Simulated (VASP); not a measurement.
# Mg (P6/mmm) in VASP: a series of runs

Mg is run at these levels: PBE; tasks: single point.

Everything below comes from runs of VASP 6.6.1. Logs are shortened: lines on timing, memory, paths and dates and some standing lists are left out, and cuts for length are marked.

## 1. The cell of the first run

It takes space group P6/mmm (No. 191, hexagonal). Conventional cell: a = 3.294 Å, b = 3.294 Å, c = 3.045 Å, α = 90.00°, β = 90.00°, γ = 120.00°. Mg (site symmetry 6/mmm) has 8 Mg at 3.04 to 3.29 Å within 4.0 Å.

This isn't the form of Mg at room conditions, which is hcp.

## 2. Single point, PBE (strain +0.080 along x and y, +0.000 along z)

Input file INCAR:

```
SYSTEM = Mg
  ALGO = Normal
  EDIFF = 1E-7
  ENCUT = 520
  GGA = PE
  ISIF = 2
  ISMEAR = 0
  LASPH = .TRUE.
  LCHARG = .FALSE.
  LREAL = .FALSE.
  LWAVE = .FALSE.
  NBANDS = 7
  NELM = 60
  PREC = Accurate
  SIGMA = 0.15
```

Input file KPOINTS:

```
k-points
0
G
  18 18 16
  0 0 0
```

Input file POSCAR:

```
Mg
1.0
    3.2943237845      0.0000000000      0.0000000000
   -1.6471618923      2.8529680857      0.0000000000
    0.0000000000      0.0000000000      3.0448375700
Mg
1
Direct
    0.0000000000      0.0000000000      0.0000000000
```

Potentials or basis: VASP PAW PBE potentials, release 64 (Mg).

Started as:

```sh
$ cat potpaw_PBE.64/Mg/POTCAR > POTCAR
$ mpirun -np 1 vasp_std > vasp.out
```

OUTCAR:

```text
SYSTEM = Mg
   EDIFF = 1E-7
   ENCUT = 520
   GGA = PE
   ISIF = 2
   ISMEAR = 0
   LASPH = .TRUE.
   LREAL = .FALSE.
   NELM = 60
   PREC = Accurate

 ion  position               nearest neighbor table
   1  0.000  0.000  0.000-

  LATTYP: Found a hexagonal cell.
 ALAT       =     3.2943237845
 C/A-ratio  =     0.9242678526

  Lattice vectors:

 A1 = (   3.2943237845,   0.0000000000,   0.0000000000)
 A2 = (  -1.6471618923,   2.8529680857,   0.0000000000)
 A3 = (   0.0000000000,   0.0000000000,   3.0448375700)

Analysis of symmetry for initial positions (statically):
=====================================================================
 Subroutine PRICEL returns:
 Original cell was already a primitive cell.

 Routine SETGRP: Setting up the symmetry group for a
 hexagonal supercell.

 Subroutine GETGRP returns: Found 24 space group operations
 (whereof 24 operations were pure point group operations)
 out of a pool of 24 trial point group operations.

The static configuration has the point symmetry D_6h.

Analysis of symmetry for dynamics (positions and initial velocities):
=====================================================================
 Subroutine PRICEL returns:
 Original cell was already a primitive cell.

 Routine SETGRP: Setting up the symmetry group for a
 hexagonal supercell.

 Subroutine GETGRP returns: Found 24 space group operations
 (whereof 24 operations were pure point group operations)
 out of a pool of 24 trial point group operations.

The dynamic configuration has the point symmetry D_6h.

 Subroutine INISYM returns: Found 24 space group operations
 (whereof 24 operations are pure point group operations),
 and found     1 'primitive' translations

----------------------------------------------------------------------------------------

                                     Primitive cell

  volume of cell :      28.6172

  direct lattice vectors                    reciprocal lattice vectors
     3.294323784  0.000000000  0.000000000     0.303552433  0.175256079  0.000000000
    -1.647161892  2.852968086  0.000000000     0.000000000  0.350512158  0.000000000
     0.000000000  0.000000000  3.044837570     0.000000000  0.000000000  0.328424744

  length of vectors
     3.294323784  3.294323785  3.044837570     0.350512158  0.350512158  0.328424744

  position of ions in fractional coordinates (direct lattice)
     0.000000000  0.000000000  0.000000000

  ion indices of the primitive-cell ions
   primitive index   ion index
                 1           1

----------------------------------------------------------------------------------------

 KPOINTS: k-points

Automatic generation of k-mesh.
 Grid dimensions read from file:
 generate k-points for:   18   18   16

 Generating k-lattice:

  Cartesian coordinates                     Fractional coordinates (reciprocal lattice)
     0.016864024  0.009736449  0.000000000     0.055555556  0.000000000  0.000000000
     0.000000000  0.019472898  0.000000000     0.000000000  0.055555556  0.000000000
     0.000000000  0.000000000  0.020526547     0.000000000  0.000000000  0.062500000

  Length of vectors
     0.019472898  0.019472898  0.020526547

  Shift w.r.t. Gamma in fractional coordinates (k-lattice)
     0.000000000  0.000000000  0.000000000

 Subroutine IBZKPT returns following result:
 ===========================================

 Found    333 irreducible k-points:

 Following reciprocal coordinates:
            Coordinates               Weight
  0.000000  0.000000  0.000000      1.000000
  0.055556 -0.000000  0.000000      6.000000
  0.111111 -0.000000  0.000000      6.000000
  0.166667 -0.000000  0.000000      6.000000
  0.222222 -0.000000  0.000000      6.000000
  0.277778 -0.000000  0.000000      6.000000
[... 16 lines left out ...]
  0.333333  0.111111  0.000000     12.000000
  0.388889  0.111111  0.000000     12.000000
 [... further k-points ...]
   k-points           NKPTS =    333   k-points in BZ     NKDIM =    333   number of bands    NBANDS=      7
   number of dos      NEDOS =    301   number of ions     NIONS =      1
   total plane-waves  NPLWV =  18816
   dimension x,y,z NGX =    28 NGY =   28 NGZ =   24
   dimension x,y,z NGXF=    56 NGYF=   56 NGZF=   48
   ions per type =               1
   NGX,Y,Z   is equivalent  to a cutoff of  14.13, 14.13, 13.10 a.u.
   NGXF,Y,Z  is equivalent  to a cutoff of  28.26, 28.26, 26.21 a.u.
 SYSTEM =  Mg
   PREC   = accura    normal or accurate (medium, high low for compatibility)
   ISTART =      0    job   : 0-new  1-cont  2-samecut
   ICHARG =      2    charge: 1-file 2-atom 10-const
   ISPIN  =      1    spin polarized calculation?
   LNONCOLLINEAR =      F non collinear calculations
   LSORBIT =      F    spin-orbit coupling
   LASPH  =      T    aspherical Exc in radial PAW
   ENCUT  =  520.0 eV  38.22 Ry    6.18 a.u.   6.13  6.13  5.66*2*pi/ulx,y,z
   NELM   =     60;   NELMIN=  2; NELMDL= -5     # of ELM steps
   EDIFF  = 0.1E-06   stopping-criterion for ELM
   LREAL  =      F    real-space projection
   EDIFFG = 0.1E-05   stopping-criterion for IOM
   NSW    =      0    number of steps for IOM
   IBRION =     -1    ionic relax: 0-MD 1-quasi-New 2-CG
   NFREE  =      0    steps in history (QN), initial steepest desc. (CG)
   ISIF   =      2    stress and relaxation
   ISYM   =      2    0-nonsym 1-usesym 2-fastsym
   POTIM  = 0.5000    time-step for ionic-motion
   TEBEG  =    0.0;   TEEND  =   0.0 temperature during run
   PSTRESS=    0.0 pullay stress
   NELECT =       2.0000    total number of electrons
   NUPDOWN=      -1.0000    fix difference up-down
   EMIN   =  10.00;   EMAX   =-10.00  energy-range for DOS
   EFERMI =   0.00;   METHOD = LEGACY
   ISMEAR =     0;   SIGMA  =   0.15  broadening in eV -4-tet -1-fermi 0-gaus
   EFERMI_NEDOS =   21; number of points for ismear=-14 and -15
   IALGO  =     38    algorithm
   IMIX   =      4    mixing-type and parameters
     AMIX     =   0.40;   BMIX     =  1.00
     AMIX_MAG =   1.60;   BMIX_MAG =  1.00
  volume/ion in A,a.u.               =      28.62       193.12
  Fermi-wavevector in a.u.,A,eV,Ry     =   0.674335  1.274308  6.186946  0.454728
  Thomas-Fermi vector in A             =   1.751023
   LORBIT       =      0    0 simple, 1 ext, 2 COOP (PROOUT), +10 PAW based schemes
   GGA     = PE    functional components
   LHFCALC =     F    Hartree Fock is set to
   AEXX    =    0.0000 exact exchange contribution
   IVDW    =     0    specifies the selected vdW correction
   LEPSILON=     F    determine dielectric tensor
   LRPA    =     F    only Hartree local field effects (RPA)
 non-spin polarized calculation
 Gauss-broadening in eV      SIGMA  =   0.15
  energy-cutoff  :      520.00
  volume of cell :       28.62
 maximum number of plane-waves:       798
 NGX is ok and might be reduce to    28
   NGX = 13   NGY = 13   NGZ = 11

 number of electron       2.0000000 magnetization

 Free energy of the ion-electron system (eV)
  ---------------------------------------------------
  ext. energy  EPLUGINS =         0.00000000
  ---------------------------------------------------
  free energy    TOTEN  =        -1.23266833 eV

  energy without entropy =       -1.22733023  energy(sigma->0) =       -1.22999928

 E-fermi :   1.5596     XC(G=0):  -7.8153

 val. band max:        1.5471828753   @ k =   0.3333   0.3333   0.0000
 cond. band min:       1.5648085068   @ k =   0.4444   0.0556   0.2500
 fundamental gap:      0.0176256316
 Fermi energy:         1.5595740862

 k-point     1 :       0.0000    0.0000    0.0000
  band No.  band energies     occupation
      1      -4.4800      2.00000
      2       9.8041      0.00000
      3      10.9327      0.00000
      4      12.5069      0.00000
      5      12.5069      0.00000
      6      12.5312      0.00000
      7      12.5312      0.00000

 k-point     2 :       0.0556   -0.0000    0.0000
  band No.  band energies     occupation
      1      -4.4229      2.00000
      2       9.6654      0.00000
      3      10.9812      0.00000
      4      11.3402      0.00000
      5      11.6773      0.00000
      6      12.9340      0.00000
      7      13.4612      0.00000

 k-point     3 :       0.1111   -0.0000    0.0000
  band No.  band energies     occupation
      1      -4.2518      2.00000
      2       8.9592      0.00000
      3      10.3871      0.00000
      4      10.9361      0.00000
      5      11.1265      0.00000
      6      12.9106      0.00000
      7      14.5033      0.00000

 k-point     4 :       0.1667   -0.0000    0.0000
  band No.  band energies     occupation
      1      -3.9672      2.00000
      2       7.6320      0.00000
      3       9.9728      0.00000
      4      10.2950      0.00000
      5      11.3689      0.00000
      6      12.9331      0.00000
      7      15.6442      0.00000

 k-point     5 :       0.2222   -0.0000    0.0000
  band No.  band energies     occupation
      1      -3.5698      2.00000
      2       6.1930      0.00000
      3       9.6626      0.00000
      4       9.7535      0.00000
      5      11.7085      0.00000
      6      13.1272      0.00000
      7      16.8812      0.00000
[... 161 lines left out ...]
 k-point    22 :       0.2778    0.1111    0.0000
  band No.  band energies     occupation
      1      -2.2735      2.00000
      2       3.6330      0.00000
      3       6.4701      0.00000
      4      11.6048      0.00000
      5      12.8262      0.00000
      6      14.3514      0.00000
      7      17.9458      0.00000

 k-point    23 :       0.3333    0.1111    0.0000
  band No.  band energies     occupation
      1      -1.5470      2.00000
      2       2.4006      0.00000
      3       6.2167      0.00000
      4      11.5135      0.00000
      5      13.4583      0.00000
      6      14.9535      0.00000
      7      16.9291      0.00000

 k-point    24 :       0.3889    0.1111    0.0000
  band No.  band energies     occupation
      1      -0.7141      2.00000
      2       1.2630      1.99483
      3       6.0639      0.00000
      4      11.4384      0.00000
      5      14.1870      0.00000
      6      15.7138      0.00000
      7      15.9273      0.00000

 [... further k-points ...]

------------------------ aborting loop because EDIFF is reached ----------------------------------------

  FORCE on cell =-STRESS in cart. coord.  units (eV):
  Direction    XX          YY          ZZ          XY          YZ          ZX
  --------------------------------------------------------------------------------------
  -------------------------------------------------------------------------------------
  Total       -0.6867989     -0.6867989      0.0252707      0.0000000      0.0000000     -0.0000000
  in kB      -38.4514591    -38.4514591      1.4148178      0.0000000      0.0000000     -0.0000000
  external PRESSURE =     -25.1627001 kB  Pullay stress =       0.0000000 kB

 VOLUME and BASIS-vectors are now :
 -----------------------------------------------------------------------------
  energy-cutoff  :      520.00
  volume of cell :       28.62
      direct lattice vectors                 reciprocal lattice vectors
     3.294323784  0.000000000  0.000000000     0.303552433  0.175256079  0.000000000
    -1.647161892  2.852968086  0.000000000     0.000000000  0.350512158  0.000000000
     0.000000000  0.000000000  3.044837570     0.000000000  0.000000000  0.328424744

 POSITION                                       TOTAL-FORCE (eV/Angst)
 -----------------------------------------------------------------------------------
      0.00000      0.00000      0.00000         0.000000      0.000000      0.000000
 -----------------------------------------------------------------------------------
    total drift:                               -0.000000     -0.000000      0.000000

  FREE ENERGIE OF THE ION-ELECTRON SYSTEM (eV)
  ---------------------------------------------------
  free  energy   TOTEN  =        -1.2326683271 eV

  energy  without entropy=       -1.2273302252  energy(sigma->0) =       -1.22999928
```

Run time: 41 s. Hardware: 1 thread of Intel Xeon Platinum 8259CL at 2.50GHz (Skylake/Cascade Lake), shared host; peak memory 0.2 GiB.

Results:

```
Free energy            : -1.2327 eV
Pressure               : -2.5 GPa
Band gap on the k mesh : zero (bands 1 and 2 overlap by 4.77 eV)
```

Levels at points of the mesh, in eV from the Fermi level:
```
           k point  band 1  band 2  band 3  band 4  band 5  band 6
(0.00, 0.00, 0.00)   -6.04    8.24    9.37   10.95   10.95   10.97
(0.50, 0.00, 0.00)   -1.53   -1.47    6.97    7.18   13.27   13.34
(0.00, 0.00, 0.50)   -2.29   -1.82   13.39   13.39   13.98   13.98
(0.50, 0.00, 0.50)    1.70    1.99    2.77    3.10   10.20   10.81
```

Caveat: the cell differs from its parent crystal (strain +0.080 along x and y, +0.000 along z).

(Part 1 of 2 ends here.)
